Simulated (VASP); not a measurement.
# Tl (P6_3/mmc) in VASP: notebook

The runs below take Tl through single point, with PBEsol.

Program: VASP 6.6.1. These are calculated values, not measurements. Logs are shortened: lines on timing, memory, paths and dates and some standing lists are left out, and cuts for length are marked.

## Step 1: The cell of the first run

Symmetry: P6_3/mmc, No. 194, hexagonal system. Conventional cell: a = 3.318 Å, b = 3.318 Å, c = 5.746 Å, α = 90.00°, β = 90.00°, γ = 120.00°. Within 4.4 Å of Tl (site symmetry -6m2) lie 12 Tl at 3.32 to 3.45 Å.

## Step 2: Single point, PBEsol (strain -0.040 along x and y, +0.040 along z)

Input file INCAR:

```
PREC = Accurate
ENCUT = 520
EDIFF = 1E-7
ISMEAR = 0
SIGMA = 0.15
LREAL = F
LASPH = T
NELM = 100
ALGO = Fast
ISIF = 2
LWAVE = F
LCHARG = F
GGA = PS
NBANDS = 20
```

Input file KPOINTS:

```
regular mesh
0
Gamma
  18 18 10
```

Input file POSCAR:

```
Tl
1.0
    3.3177584223      0.0000000000      0.0000000000
   -1.6588792112      2.8732630773      0.0000000000
    0.0000000000      0.0000000000      5.7460000000
Tl
2
Direct
    0.3333333333      0.6666666667      0.2500000000
    0.6666666667      0.3333333333      0.7500000000
```

Potentials or basis: VASP PAW PBE potentials, release 64 (Tl_d).

The run is started by

```
$ cat potpaw_PBE.64/Tl_d/POTCAR > POTCAR
$ mpirun -np 1 vasp_std > vasp.out
```

OUTCAR:

```text
PREC = Accurate
   ENCUT = 520
   EDIFF = 1E-7
   ISMEAR = 0
   LREAL = F
   LASPH = T
   NELM = 100
   ISIF = 2
   GGA = PS

 ion  position               nearest neighbor table
   1  0.333  0.667  0.250-   2 3.45   2 3.45   2 3.45   2 3.45   2 3.45   2 3.45
   2  0.667  0.333  0.750-   1 3.45   1 3.45   1 3.45   1 3.45   1 3.45   1 3.45

  LATTYP: Found a hexagonal cell.
 ALAT       =     3.3177584223
 C/A-ratio  =     1.7318922202

  Lattice vectors:

 A1 = (   3.3177584223,   0.0000000000,   0.0000000000)
 A2 = (  -1.6588792112,   2.8732630773,   0.0000000000)
 A3 = (   0.0000000000,   0.0000000000,   5.7460000000)

Analysis of symmetry for initial positions (statically):
=====================================================================
 Subroutine PRICEL returns:
 Original cell was already a primitive cell.

 Routine SETGRP: Setting up the symmetry group for a
 hexagonal supercell.

 Subroutine GETGRP returns: Found 24 space group operations
 (whereof 12 operations were pure point group operations)
 out of a pool of 24 trial point group operations.

The static configuration has the point symmetry D_3d.
 The point group associated with its full space group is D_6h.

Analysis of symmetry for dynamics (positions and initial velocities):
=====================================================================
 Subroutine PRICEL returns:
 Original cell was already a primitive cell.

 Routine SETGRP: Setting up the symmetry group for a
 hexagonal supercell.

 Subroutine GETGRP returns: Found 24 space group operations
 (whereof 12 operations were pure point group operations)
 out of a pool of 24 trial point group operations.

The dynamic configuration has the point symmetry D_3d.
 The point group associated with its full space group is D_6h.

 Subroutine INISYM returns: Found 24 space group operations
 (whereof 12 operations are pure point group operations),
 and found     1 'primitive' translations

----------------------------------------------------------------------------------------

                                     Primitive cell

  volume of cell :      54.7754

  direct lattice vectors                    reciprocal lattice vectors
     3.317758422  0.000000000  0.000000000     0.301408322  0.174018176  0.000000000
    -1.658879211  2.873263077  0.000000000     0.000000000  0.348036352  0.000000000
     0.000000000  0.000000000  5.746000000     0.000000000  0.000000000  0.174034111

  length of vectors
     3.317758422  3.317758422  5.746000000     0.348036352  0.348036352  0.174034111

  position of ions in fractional coordinates (direct lattice)
     0.333333333  0.666666667  0.250000000
     0.666666667  0.333333333  0.750000000

  ion indices of the primitive-cell ions
   primitive index   ion index
                 1           1
                 2           2

----------------------------------------------------------------------------------------

 KPOINTS: regular mesh

Automatic generation of k-mesh.
 Grid dimensions read from file:
 generate k-points for:   18   18   10

 Generating k-lattice:

  Cartesian coordinates                     Fractional coordinates (reciprocal lattice)
     0.016744907  0.009667676  0.000000000     0.055555556  0.000000000  0.000000000
     0.000000000  0.019335353  0.000000000     0.000000000  0.055555556  0.000000000
     0.000000000  0.000000000  0.017403411     0.000000000  0.000000000  0.100000000

  Length of vectors
     0.019335353  0.019335353  0.017403411

  Shift w.r.t. Gamma in fractional coordinates (k-lattice)
     0.000000000  0.000000000  0.000000000

 Subroutine IBZKPT returns following result:
 ===========================================

 Found    222 irreducible k-points:

 Following reciprocal coordinates:
            Coordinates               Weight
  0.000000  0.000000  0.000000      1.000000
  0.055556  0.000000  0.000000      6.000000
  0.111111  0.000000  0.000000      6.000000
  0.166667  0.000000  0.000000      6.000000
  0.222222  0.000000  0.000000      6.000000
  0.277778 -0.000000  0.000000      6.000000
[... 16 lines left out ...]
  0.333333  0.111111  0.000000     12.000000
  0.388889  0.111111  0.000000     12.000000
 [... further k-points ...]
   k-points           NKPTS =    222   k-points in BZ     NKDIM =    222   number of bands    NBANDS=     20
   number of dos      NEDOS =    301   number of ions     NIONS =      2
   total plane-waves  NPLWV =  37632
   dimension x,y,z NGX =    28 NGY =   28 NGZ =   48
   dimension x,y,z NGXF=    56 NGYF=   56 NGZF=   96
   ions per type =               2
   NGX,Y,Z   is equivalent  to a cutoff of  14.03, 14.03, 13.89 a.u.
   NGXF,Y,Z  is equivalent  to a cutoff of  28.06, 28.06, 27.78 a.u.
 SYSTEM =  unknown system
   PREC   = accura    normal or accurate (medium, high low for compatibility)
   ISTART =      0    job   : 0-new  1-cont  2-samecut
   ICHARG =      2    charge: 1-file 2-atom 10-const
   ISPIN  =      1    spin polarized calculation?
   LNONCOLLINEAR =      F non collinear calculations
   LSORBIT =      F    spin-orbit coupling
   LASPH  =      T    aspherical Exc in radial PAW
   ENCUT  =  520.0 eV  38.22 Ry    6.18 a.u.   6.17  6.17 10.68*2*pi/ulx,y,z
   NELM   =    100;   NELMIN=  2; NELMDL= -5     # of ELM steps
   EDIFF  = 0.1E-06   stopping-criterion for ELM
   LREAL  =      F    real-space projection
   EDIFFG = 0.1E-05   stopping-criterion for IOM
   NSW    =      0    number of steps for IOM
   IBRION =     -1    ionic relax: 0-MD 1-quasi-New 2-CG
   NFREE  =      0    steps in history (QN), initial steepest desc. (CG)
   ISIF   =      2    stress and relaxation
   ISYM   =      2    0-nonsym 1-usesym 2-fastsym
   POTIM  = 0.5000    time-step for ionic-motion
   TEBEG  =    0.0;   TEEND  =   0.0 temperature during run
   PSTRESS=    0.0 pullay stress
   NELECT =      26.0000    total number of electrons
   NUPDOWN=      -1.0000    fix difference up-down
   EMIN   =  10.00;   EMAX   =-10.00  energy-range for DOS
   EFERMI =   0.00;   METHOD = LEGACY
   ISMEAR =     0;   SIGMA  =   0.15  broadening in eV -4-tet -1-fermi 0-gaus
   EFERMI_NEDOS =   21; number of points for ismear=-14 and -15
   IALGO  =     68    algorithm
   IMIX   =      4    mixing-type and parameters
     AMIX     =   0.40;   BMIX     =  1.00
     AMIX_MAG =   1.60;   BMIX_MAG =  1.00
  volume/ion in A,a.u.               =      27.39       184.82
  Fermi-wavevector in a.u.,A,eV,Ry     =   1.277039  2.413253 22.188756  1.630828
  Thomas-Fermi vector in A             =   2.409661
   LORBIT       =      0    0 simple, 1 ext, 2 COOP (PROOUT), +10 PAW based schemes
   GGA     = PS    functional components
   LHFCALC =     F    Hartree Fock is set to
   AEXX    =    0.0000 exact exchange contribution
   IVDW    =     0    specifies the selected vdW correction
   LEPSILON=     F    determine dielectric tensor
   LRPA    =     F    only Hartree local field effects (RPA)
 non-spin polarized calculation
 RMM-DIIS sequential band-by-band and
 Gauss-broadening in eV      SIGMA  =   0.15
  energy-cutoff  :      520.00
  volume of cell :       54.78
 maximum number of plane-waves:      1500
 NGX is ok and might be reduce to    28
   NGX = 13   NGY = 13   NGZ = 21

 number of electron      26.0000002 magnetization

 Free energy of the ion-electron system (eV)
  ---------------------------------------------------
  ext. energy  EPLUGINS =         0.00000000
  ---------------------------------------------------
  free energy    TOTEN  =        -5.23075826 eV

  energy without entropy =       -5.22077990  energy(sigma->0) =       -5.22576908

 E-fermi :   6.8467     XC(G=0): -10.5832

 val. band max:        6.8389785000   @ k =   0.3333   0.2778   0.2000
 cond. band min:       6.8917346608   @ k =   0.2778   0.1111   0.3000
 fundamental gap:      0.0527561607
 Fermi energy:         6.8466786743

 k-point     1 :       0.0000    0.0000    0.0000
  band No.  band energies     occupation
      1      -5.0463      2.00000
      2      -4.8452      2.00000
      3      -4.7341      2.00000
      4      -4.7341      2.00000
      5      -4.6893      2.00000
      6      -4.6893      2.00000
[... 12 lines left out ...]
     19      18.1065      0.00000
     20      18.5628      0.00000

 k-point     2 :       0.0556    0.0000    0.0000
  band No.  band energies     occupation
      1      -5.0287      2.00000
      2      -4.8386      2.00000
      3      -4.7344      2.00000
      4      -4.7165      2.00000
      5      -4.6930      2.00000
      6      -4.6725      2.00000
[... 12 lines left out ...]
     19      18.5037      0.00000
     20      18.8593      0.00000

 k-point     3 :       0.1111    0.0000    0.0000
  band No.  band energies     occupation
      1      -4.9869      2.00000
      2      -4.8281      2.00000
      3      -4.7325      2.00000
      4      -4.6931      2.00000
      5      -4.6653      2.00000
      6      -4.6238      2.00000
[... 12 lines left out ...]
     19      18.4215      0.00000
     20      19.1778      0.00000

 k-point     4 :       0.1667    0.0000    0.0000
  band No.  band energies     occupation
      1      -4.9650      2.00000
      2      -4.7989      2.00000
      3      -4.7573      2.00000
      4      -4.6460      2.00000
      5      -4.5857      2.00000
      6      -4.5828      2.00000
[... 12 lines left out ...]
     19      18.0795      0.00000
     20      18.1750      0.00000

 k-point     5 :       0.2222    0.0000    0.0000
  band No.  band energies     occupation
      1      -4.9932      2.00000
      2      -4.8016      2.00000
      3      -4.7292      2.00000
      4      -4.6583      2.00000
      5      -4.5649      2.00000
      6      -4.5649      2.00000
[... 12 lines left out ...]
     19      17.4547      0.00000
     20      17.9766      0.00000
[... 353 lines left out ...]
      6      -4.5290      2.00000
[... 12 lines left out ...]
     19      16.7414      0.00000
     20      18.1515      0.00000

 k-point    22 :       0.2778    0.1111    0.0000
  band No.  band energies     occupation
      1      -5.0188      2.00000
      2      -4.8406      2.00000
      3      -4.8265      2.00000
      4      -4.6619      2.00000
      5      -4.6140      2.00000
      6      -4.5048      2.00000
[... 12 lines left out ...]
     19      16.3461      0.00000
     20      17.9485      0.00000

 k-point    23 :       0.3333    0.1111    0.0000
  band No.  band energies     occupation
      1      -5.0594      2.00000
      2      -4.8896      2.00000
      3      -4.8703      2.00000
      4      -4.6722      2.00000
      5      -4.5543      2.00000
      6      -4.5466      2.00000
[... 12 lines left out ...]
     19      16.0692      0.00000
     20      17.7895      0.00000

 k-point    24 :       0.3889    0.1111    0.0000
  band No.  band energies     occupation
      1      -5.0858      2.00000
      2      -4.9300      2.00000
      3      -4.8914      2.00000
      4      -4.6746      2.00000
      5      -4.5775      2.00000
      6      -4.5154      2.00000
[... 12 lines left out ...]
     19      15.9034      0.00000
     20      17.6907      0.00000

 [... further k-points ...]
[... 5 lines left out ...]
  --------------------------------------------------------------------------------------
  -------------------------------------------------------------------------------------
  Total        0.8429443      0.8429443      0.0677835     -0.0000000      0.0000000      0.0000000
  in kB       24.6560598     24.6560598      1.9826619     -0.0000000      0.0000000      0.0000000
  external PRESSURE =      17.0982605 kB  Pullay stress =       0.0000000 kB

 VOLUME and BASIS-vectors are now :
 -----------------------------------------------------------------------------
  energy-cutoff  :      520.00
  volume of cell :       54.78
      direct lattice vectors                 reciprocal lattice vectors
     3.317758422  0.000000000  0.000000000     0.301408322  0.174018176  0.000000000
    -1.658879211  2.873263077  0.000000000     0.000000000  0.348036352  0.000000000
     0.000000000  0.000000000  5.746000000     0.000000000  0.000000000  0.174034111

 POSITION                                       TOTAL-FORCE (eV/Angst)
 -----------------------------------------------------------------------------------
     -0.00000      1.91551      1.43650        -0.000000      0.000000      0.000000
      1.65888      0.95775      4.30950         0.000000     -0.000000      0.000000
 -----------------------------------------------------------------------------------
    total drift:                               -0.000000      0.000000      0.000000

  FREE ENERGIE OF THE ION-ELECTRON SYSTEM (eV)
  ---------------------------------------------------
  free  energy   TOTEN  =        -5.2307582646 eV

  energy  without entropy=       -5.2207798959  energy(sigma->0) =       -5.22576908
```

Wall time 4.6 min (1 thread of Oxide Virtual Turin-like, shared host); peak memory 0.3 GiB.

What came out:

* Free energy: -5.2308 eV
* Pressure: 1.7 GPa
* Band gap on the k mesh: zero (band 13 reaches 9.75 eV, above the bottom of band 14 at 4.40 eV)

Caveat: the cell differs from its parent crystal (strain -0.040 along x and y, +0.040 along z); the PAW data sets were made with another functional, which shifts forces and pressure a little; spin-orbit coupling is left out, which moves the levels of the heavy elements.

## Step 3: Single point, PBEsol (strain -0.040 along x and y, +0.080 along z)

Input file INCAR:

```
SYSTEM = Tl
  ALGO = Fast
  EDIFF = 1E-6
  ENCUT = 520
  GGA = PS
  ISIF = 2
  ISMEAR = 0
  LASPH = .TRUE.
  LCHARG = .FALSE.
  LREAL = .FALSE.
  LWAVE = .FALSE.
  NBANDS = 20
  NELM = 100
  PREC = Accurate
  SIGMA = 0.15
```

Input file KPOINTS:

```
k-points
0
G
  18 18 10
  0 0 0
```

POSCAR, as its differences from that of step 2:

```diff
@@ -4,3 +4,3 @@
    -1.6588792112      2.8732630773      0.0000000000
-    0.0000000000      0.0000000000      5.7460000000
+    0.0000000000      0.0000000000      5.9670000000
 Tl
```

Potentials or basis: VASP PAW PBE potentials, release 64 (Tl_d).

The run is started by

```
$ cat potpaw_PBE.64/Tl_d/POTCAR > POTCAR
$ mpirun -np 1 vasp_std > vasp.out
```

Run time: 3.2 min. Hardware: 1 thread of Oxide Virtual Turin-like, shared host; peak memory 0.3 GiB.

The run converged. Its results:

| Item | Value |
| --- | --- |
| Free energy | -5.2213 eV |
| Pressure | 0.3 GPa |
| Band gap on the k mesh | zero (band 13 reaches 9.00 eV, above the bottom of band 14 at 4.12 eV) |

Stress tensor (GPa, compression positive):
```
 1.35  0.00  0.00
 0.00  1.35  0.00
 0.00  0.00 -1.73
```

Levels at points of the mesh, in eV from the Fermi level:
```tsv
k point	band 11	band 12	band 13	band 14	band 15	band 16
(0.00, 0.00, 0.00)	-10.10	-6.22	-3.22	8.14	9.52	9.52
(0.50, 0.00, 0.00)	-5.27	-4.37	-1.27	-0.31	1.33	3.61
(0.00, 0.00, 0.50)	-8.87	-8.87	1.76	1.76	10.31	10.31
(0.50, 0.00, 0.50)	-4.43	-4.43	-2.31	-2.31	5.22	5.22
```

Caveat: the cell differs from its parent crystal (strain -0.040 along x and y, +0.080 along z); the PAW data sets were made with another functional, which shifts forces and pressure a little; spin-orbit coupling is left out, which moves the levels of the heavy elements.

## Step 4: Single point, PBEsol (strain +0.040 along x and y, -0.080 along z)

Input file INCAR:

```
  PREC = Accurate
  ENCUT = 520
  EDIFF = 1E-6
  ISMEAR = 0
  SIGMA = 0.15
  LREAL = False
  LASPH = True
  NELM = 100
  ALGO = Fast
  ISIF = 2
  LWAVE = False
  LCHARG = False
  GGA = PS
  NBANDS = 20
```

Input file KPOINTS:

```
regular mesh
0
Gamma
  18 18 10
```

Input file POSCAR:

```
Tl
1.0
    3.5942382908      0.0000000000      0.0000000000
   -1.7971191454      3.1127016671      0.0000000000
    0.0000000000      0.0000000000      5.0830000000
Tl
2
Direct
    0.3333333333      0.6666666667      0.2500000000
    0.6666666667      0.3333333333      0.7500000000
```

The run is started by

```
$ cat potpaw_PBE.64/Tl_d/POTCAR > POTCAR
$ mpirun -np 1 vasp_std > vasp.out
```

Run time: 4.4 min. Hardware: 1 thread of Oxide Virtual Turin-like, shared host; peak memory 0.29 GiB.

The run converged. Its results:

```yaml
Free_energy: -5.2275 eV
Pressure: 0.7 GPa
Band_gap_on_the_k_mesh: zero (band 13 reaches 11.66 eV, above the bottom of band 14 at 4.12 eV)
```

Stress tensor (GPa, compression positive):
```
0.04 0.00 0.00
0.00 0.04 0.00
0.00 0.00 2.09
```

Levels at points of the mesh, in eV from the Fermi level:
```csv
k point,band 11,band 12,band 13,band 14,band 15,band 16
"(0.00, 0.00, 0.00)",-10.14,-3.89,-2.40,6.54,6.54,8.98
"(0.50, 0.00, 0.00)",-6.32,-5.08,-0.02,1.45,1.49,2.84
"(0.00, 0.00, 0.50)",-8.46,-8.46,5.20,5.20,7.77,7.77
"(0.50, 0.00, 0.50)",-4.97,-4.97,-2.34,-2.34,4.94,4.94
```

Caveat: the cell differs from its parent crystal (strain +0.040 along x and y, -0.080 along z); the PAW data sets were made with another functional, which shifts forces and pressure a little; spin-orbit coupling is left out, which moves the levels of the heavy elements.

## Step 5: Overview

| cell | further INCAR settings | gap on the mesh (eV) | pressure (GPa) |
| --- | --- | --- | --- |
| a = 3.318, b = 3.318, c = 5.746 Å, angles 90.0, 90.0, 120.0°, 2 atoms | ALGO = Fast; EDIFF = 1e-07; NBANDS = 20 | none | 1.7 |
| a = 3.318, b = 3.318, c = 5.967 Å, angles 90.0, 90.0, 120.0°, 2 atoms | ALGO = Fast; EDIFF = 1e-06; NBANDS = 20 | none | 0.3 |
| a = 3.594, b = 3.594, c = 5.083 Å, angles 90.0, 90.0, 120.0°, 2 atoms | ALGO = Fast; EDIFF = 1e-06; NBANDS = 20 | none | 0.7 |

Alike in all rows: task single point; level PBEsol; potentials or basis VASP PAW PBE potentials, release 64 (Tl_d); no spin polarisation; k mesh 18 × 18 × 10; cutoff (eV) 520; smearing gaussian 0.15 eV.

Caveats: the PAW data sets were made with another functional, which shifts forces and pressure a little; spin-orbit coupling is left out, which moves the levels of the heavy elements.

Absolute energies hang on the potentials; compare differences alone.
